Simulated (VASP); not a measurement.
Write the native input for VASP 6.6.1 that does the following.

```yaml
Task: single point
Functional: PBE
Potentials_or_basis: VASP PAW PBE potentials, release 64 (W_sv, S)
Cutoff: 520 eV
k_mesh: 6 × 6 × 1
Occupations: fermi-dirac, width 0.05 eV
Spin: no spin polarisation
Dipole_correction: no
Further_INCAR_settings: ALGO = Normal; EDIFF = 1e-07; NBANDS = 35
```

The structure of WS2 lies in POSCAR:

```
WS2
1.0
    3.1832100000      0.0000000000      0.0000000000
   -1.5916000000      2.7567400000      0.0000000000
    0.0000000000      0.0000000000     23.6687600000
W S
2 4
Direct
    0.3333333333      0.6666666667      0.6373200000
    0.6666666667      0.3333333333      0.3626800000
    0.3333333333      0.6666666667      0.2968200000
    0.6666666667      0.3333333333      0.5714400000
    0.3333333333      0.6666666667      0.4285600000
    0.6666666667      0.3333333333      0.7031800000
```

The input as run:

INCAR

```
SYSTEM = WS2
ALGO = Normal ; EDIFF = 1E-7
ENCUT = 520 ; GGA = PE
ISIF = 2 ; ISMEAR = -1
LASPH = .True. ; LCHARG = .False.
LREAL = .False. ; LWAVE = .False.
NBANDS = 35 ; NELM = 60
PREC = Accurate ; SIGMA = 0.05
```

KPOINTS

```
k-points
0
Gamma
  6 6 1
  0 0 0
```

Potentials or basis: VASP PAW PBE potentials, release 64 (W_sv, S).

The run is started by

```console
$ cat potpaw_PBE.64/W_sv/POTCAR potpaw_PBE.64/S/POTCAR > POTCAR
$ mpirun -np 1 vasp_std > vasp.out
```

Results of the run:

* Largest force: 0.282 eV/Å
* Band gap on the k mesh: 1.48 eV, indirect (least direct gap 1.77 eV)

Caveat: spin-orbit coupling is left out, which moves the levels of the heavy elements.

It used 230 s of CPU time on 1 thread of AMD EPYC 7R13 Processor (Zen 3) (shared host).
